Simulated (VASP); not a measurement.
# Re in VASP: notebook, part 2 of 2

VASP 6.6.1. The steps go on from the part before.

## (3) Single point, r2SCAN

This run uses another cell than the first one: it holds 1 atom, not 3.

The input, POSCAR:

```
Re
1.0
   -1.5478414828      1.5478414828      1.5478414828
    1.5478414828     -1.5478414828      1.5478414828
    1.5478414828      1.5478414828     -1.5478414828
Re
1
Direct
    0.0000000000      0.0000000000      0.0000000000
```

The input, INCAR.step1:

```
PREC = Accurate
ENCUT = 520
ISMEAR = 0
SIGMA = 0.1
LREAL = F
LASPH = T
NELM = 100
NBANDS = 10
GGA = PE
ALGO = Normal
EDIFF = 1E-4
LWAVE = T
LCHARG = F
```

The input, INCAR.step2:

```
PREC = Accurate
ENCUT = 520
EDIFF = 1E-6
ISMEAR = 0
SIGMA = 0.1
LREAL = F
LASPH = T
NELM = 100
ALGO = Normal
ISIF = 2
LWAVE = F
LCHARG = F
METAGGA = R2SCAN
LMIXTAU = T
NBANDS = 10
ISTART = 1
```

The input, KPOINTS:

```
regular mesh
0
Gamma
  24 24 24
```

Potentials or basis: VASP PAW PBE potentials, release 64 (Re).

On the command line:

```console
$ cat potpaw_PBE.64/Re/POTCAR > POTCAR
$ cp INCAR.step1 INCAR
$ mpirun -np 1 vasp_std > vasp.out
$ cp INCAR.step2 INCAR
$ mpirun -np 1 vasp_std > vasp.out
```

OUTCAR:

```text
PREC = Accurate
   ENCUT = 520
   EDIFF = 1E-6
   ISMEAR = 0
   LREAL = F
   LASPH = T
   NELM = 100
   ISIF = 2
   METAGGA = R2SCAN
   ISTART = 1

 ion  position               nearest neighbor table
   1  0.000  0.000  0.000-

  LATTYP: Found a body centered cubic cell.
 ALAT       =     3.0956829656

  Lattice vectors:

 A1 = (  -1.5478414828,   1.5478414828,   1.5478414828)
 A2 = (   1.5478414828,  -1.5478414828,   1.5478414828)
 A3 = (   1.5478414828,   1.5478414828,  -1.5478414828)

Analysis of symmetry for initial positions (statically):
=====================================================================
 Subroutine PRICEL returns:
 Original cell was already a primitive cell.

 Routine SETGRP: Setting up the symmetry group for a
 body centered cubic supercell.

 Subroutine GETGRP returns: Found 48 space group operations
 (whereof 48 operations were pure point group operations)
 out of a pool of 48 trial point group operations.

The static configuration has the point symmetry O_h .

Analysis of symmetry for dynamics (positions and initial velocities):
=====================================================================
 Subroutine PRICEL returns:
 Original cell was already a primitive cell.

 Routine SETGRP: Setting up the symmetry group for a
 body centered cubic supercell.

 Subroutine GETGRP returns: Found 48 space group operations
 (whereof 48 operations were pure point group operations)
 out of a pool of 48 trial point group operations.

The dynamic configuration has the point symmetry O_h .

 Subroutine INISYM returns: Found 48 space group operations
 (whereof 48 operations are pure point group operations),
 and found     1 'primitive' translations

----------------------------------------------------------------------------------------

                                     Primitive cell

  volume of cell :      14.8334

  direct lattice vectors                    reciprocal lattice vectors
    -1.547841483  1.547841483  1.547841483     0.000000000  0.323030495  0.323030495
     1.547841483 -1.547841483  1.547841483     0.323030495  0.000000000  0.323030495
     1.547841483  1.547841483 -1.547841483     0.323030495  0.323030495  0.000000000

  length of vectors
     2.680940090  2.680940090  2.680940090     0.456834107  0.456834107  0.456834107

  position of ions in fractional coordinates (direct lattice)
     0.000000000  0.000000000  0.000000000

  ion indices of the primitive-cell ions
   primitive index   ion index
                 1           1

----------------------------------------------------------------------------------------

 KPOINTS: regular mesh

Automatic generation of k-mesh.
 Grid dimensions read from file:
 generate k-points for:   24   24   24

 Generating k-lattice:

  Cartesian coordinates                     Fractional coordinates (reciprocal lattice)
     0.000000000  0.013459604  0.013459604     0.041666667  0.000000000  0.000000000
     0.013459604  0.000000000  0.013459604     0.000000000  0.041666667  0.000000000
     0.013459604  0.013459604  0.000000000     0.000000000  0.000000000  0.041666667

  Length of vectors
     0.019034754  0.019034754  0.019034754

  Shift w.r.t. Gamma in fractional coordinates (k-lattice)
     0.000000000  0.000000000  0.000000000

 Subroutine IBZKPT returns following result:
 ===========================================

 Found    413 irreducible k-points:

 Following reciprocal coordinates:
            Coordinates               Weight
  0.000000  0.000000  0.000000      1.000000
  0.041667  0.000000  0.000000     12.000000
  0.083333  0.000000  0.000000     12.000000
  0.125000  0.000000  0.000000     12.000000
  0.166667  0.000000  0.000000     12.000000
  0.208333  0.000000  0.000000     12.000000
[... 16 lines left out ...]
  0.416667  0.041667  0.000000     48.000000
  0.458333  0.041667  0.000000     48.000000
 [... further k-points ...]
   k-points           NKPTS =    413   k-points in BZ     NKDIM =    413   number of bands    NBANDS=     10
   number of dos      NEDOS =    301   number of ions     NIONS =      1
   total plane-waves  NPLWV =   8000
   dimension x,y,z NGX =    20 NGY =   20 NGZ =   20
   dimension x,y,z NGXF=    40 NGYF=   40 NGZF=   40
   ions per type =               1
   NGX,Y,Z   is equivalent  to a cutoff of  12.40, 12.40, 12.40 a.u.
   NGXF,Y,Z  is equivalent  to a cutoff of  24.80, 24.80, 24.80 a.u.
 SYSTEM =  unknown system
   PREC   = accura    normal or accurate (medium, high low for compatibility)
   ISTART =      1    job   : 0-new  1-cont  2-samecut
   ICHARG =      0    charge: 1-file 2-atom 10-const
   ISPIN  =      1    spin polarized calculation?
   LNONCOLLINEAR =      F non collinear calculations
   LSORBIT =      F    spin-orbit coupling
   LASPH  =      T    aspherical Exc in radial PAW
   ENCUT  =  520.0 eV  38.22 Ry    6.18 a.u.   4.98  4.98  4.98*2*pi/ulx,y,z
   NELM   =    100;   NELMIN=  2; NELMDL=  0     # of ELM steps
   EDIFF  = 0.1E-05   stopping-criterion for ELM
   LREAL  =      F    real-space projection
   EDIFFG = 0.1E-04   stopping-criterion for IOM
   NSW    =      0    number of steps for IOM
   IBRION =     -1    ionic relax: 0-MD 1-quasi-New 2-CG
   NFREE  =      0    steps in history (QN), initial steepest desc. (CG)
   ISIF   =      2    stress and relaxation
   ISYM   =      2    0-nonsym 1-usesym 2-fastsym
   POTIM  = 0.5000    time-step for ionic-motion
   TEBEG  =    0.0;   TEEND  =   0.0 temperature during run
   PSTRESS=    0.0 pullay stress
   NELECT =       7.0000    total number of electrons
   NUPDOWN=      -1.0000    fix difference up-down
   EMIN   =  10.00;   EMAX   =-10.00  energy-range for DOS
   EFERMI =   0.00;   METHOD = LEGACY
   ISMEAR =     0;   SIGMA  =   0.10  broadening in eV -4-tet -1-fermi 0-gaus
   EFERMI_NEDOS =   21; number of points for ismear=-14 and -15
   IALGO  =     38    algorithm
   IMIX   =      4    mixing-type and parameters
     AMIX     =   0.40;   BMIX     =  1.00
     AMIX_MAG =   1.60;   BMIX_MAG =  1.00
  volume/ion in A,a.u.               =      14.83       100.10
  Fermi-wavevector in a.u.,A,eV,Ry     =   1.274562  2.408573 22.102784  1.624509
  Thomas-Fermi vector in A             =   2.407323
   LORBIT       =      0    0 simple, 1 ext, 2 COOP (PROOUT), +10 PAW based schemes
   METAGGA = R2SCAN    functional components
   LHFCALC =     F    Hartree Fock is set to
   AEXX    =    0.0000 exact exchange contribution
   IVDW    =     0    specifies the selected vdW correction
   LEPSILON=     F    determine dielectric tensor
   LRPA    =     F    only Hartree local field effects (RPA)
 non-spin polarized calculation
 Gauss-broadening in eV      SIGMA  =   0.10
  energy-cutoff  :      520.00
  volume of cell :       14.83
 maximum number of plane-waves:       420
   NGX =  9   NGY =  9   NGZ =  9

 number of electron       6.9999999 magnetization

 Free energy of the ion-electron system (eV)
  ---------------------------------------------------
  ext. energy  EPLUGINS =         0.00000000
  ---------------------------------------------------
  free energy    TOTEN  =       -52.17719851 eV

  energy without entropy =      -52.17285501  energy(sigma->0) =      -52.17502676

 E-fermi :   8.6006     XC(G=0): -14.9365

 val. band max:        8.5942092615   @ k =  -0.2917   0.5000   0.0833
 cond. band min:       8.6045955037   @ k =   0.1250   0.0833   0.0000
 fundamental gap:      0.0103862423
 Fermi energy:         8.6005718375

 k-point     1 :       0.0000    0.0000    0.0000
  band No.  band energies     occupation
      1      -2.6993      2.00000
      2       5.6908      2.00000
      3       5.6908      2.00000
      4       5.6908      2.00000
      5       9.4934      0.00000
      6       9.4934      0.00000
      7      24.8323      0.00000
      8      24.8323      0.00000
      9      24.8323      0.00000
     10      37.3158      0.00000
[... 287 lines left out ...]
 k-point    24 :       0.4583    0.0417    0.0000
  band No.  band energies     occupation
      1       0.8024      2.00000
      2       3.3631      2.00000
      3       8.0793      2.00000
      4       9.3098      0.00000
      5      10.4013      0.00000
      6      13.1530      0.00000
      7      19.0336      0.00000
      8      21.2647      0.00000
      9      26.4278      0.00000
     10      33.6041      0.00000

 [... further k-points ...]

------------------------ aborting loop because EDIFF is reached ----------------------------------------

  FORCE on cell =-STRESS in cart. coord.  units (eV):
  Direction    XX          YY          ZZ          XY          YZ          ZX
  --------------------------------------------------------------------------------------
  -------------------------------------------------------------------------------------
  Total        0.0093261      0.0093261      0.0093261     -0.0000000     -0.0000000      0.0000000
  in kB        1.0073255      1.0073255      1.0073255     -0.0000000     -0.0000000      0.0000000
  external PRESSURE =       1.0073255 kB  Pullay stress =       0.0000000 kB

 VOLUME and BASIS-vectors are now :
 -----------------------------------------------------------------------------
  energy-cutoff  :      520.00
  volume of cell :       14.83
      direct lattice vectors                 reciprocal lattice vectors
    -1.547841483  1.547841483  1.547841483     0.000000000  0.323030495  0.323030495
     1.547841483 -1.547841483  1.547841483     0.323030495  0.000000000  0.323030495
     1.547841483  1.547841483 -1.547841483     0.323030495  0.323030495  0.000000000

 POSITION                                       TOTAL-FORCE (eV/Angst)
 -----------------------------------------------------------------------------------
      0.00000      0.00000      0.00000         0.000000      0.000000     -0.000000
 -----------------------------------------------------------------------------------
    total drift:                                0.000000      0.000000      0.000000

  FREE ENERGIE OF THE ION-ELECTRON SYSTEM (eV)
  ---------------------------------------------------
  free  energy   TOTEN  =       -52.1771985118 eV

  energy  without entropy=      -52.1728550132  energy(sigma->0) =      -52.17502676
```

OUTCAR.step1:

```text
PREC = Accurate
   ENCUT = 520
   ISMEAR = 0
   LREAL = F
   LASPH = T
[... 527 lines left out ...]

 POSITION                                       TOTAL-FORCE (eV/Angst)
 -----------------------------------------------------------------------------------
      0.00000      0.00000      0.00000         0.000000     -0.000000     -0.000000
 -----------------------------------------------------------------------------------
    total drift:                                0.000000      0.000000      0.000000

  FREE ENERGIE OF THE ION-ELECTRON SYSTEM (eV)
  ---------------------------------------------------
  free  energy   TOTEN  =       -12.1096075570 eV

  energy  without entropy=      -12.1045417848  energy(sigma->0) =      -12.10707467
```

OSZICAR.step1:

```text
N       E                     dE             d eps       ncg     rms          rms(c)
DAV:   1     0.548017782970E+01    0.54802E+01   -0.33952E+03 13054   0.768E+02
DAV:   2    -0.124294036821E+02   -0.17910E+02   -0.16532E+02 12812   0.162E+02
DAV:   3    -0.128035088496E+02   -0.37411E+00   -0.36332E+00 13426   0.370E+01
DAV:   4    -0.128051667357E+02   -0.16579E-02   -0.16571E-02 13072   0.117E+00
DAV:   5    -0.128051703039E+02   -0.35682E-05   -0.35697E-05 10948   0.297E-02    0.300E+01
DAV:   6    -0.122939529554E+02    0.51122E+00   -0.43045E-01 13064   0.171E+01    0.125E+01
DAV:   7    -0.121155786127E+02    0.17837E+00   -0.34768E-01 13134   0.147E+01    0.786E-01
DAV:   8    -0.121098319946E+02    0.57466E-02   -0.33871E-03 12616   0.466E-01    0.118E-01
DAV:   9    -0.121095983380E+02    0.23366E-03   -0.27419E-04 11304   0.162E-01    0.190E-02
DAV:  10    -0.121096075570E+02   -0.92190E-05   -0.10941E-05  5474   0.280E-02
   1 F= -.12109608E+02 E0= -.12107075E+02  d E =-.506577E-02
```

It took 78 s on 1 thread of Intel Xeon 6975P-C (Granite Rapids), shared host; peak memory 0.18 GiB.

What came out:

```yaml
Free_energy: -52.1772 eV
Pressure: 0.1 GPa
Band_gap_on_the_k_mesh: zero (an odd number of electrons rules out a gap without spin polarisation)
```

Caveat: the PAW data sets were made with another functional, which shifts forces and pressure a little; spin-orbit coupling is left out, which moves the levels of the heavy elements.

The gap in the log of VASP goes by the Fermi energy; the results here count the filled bands.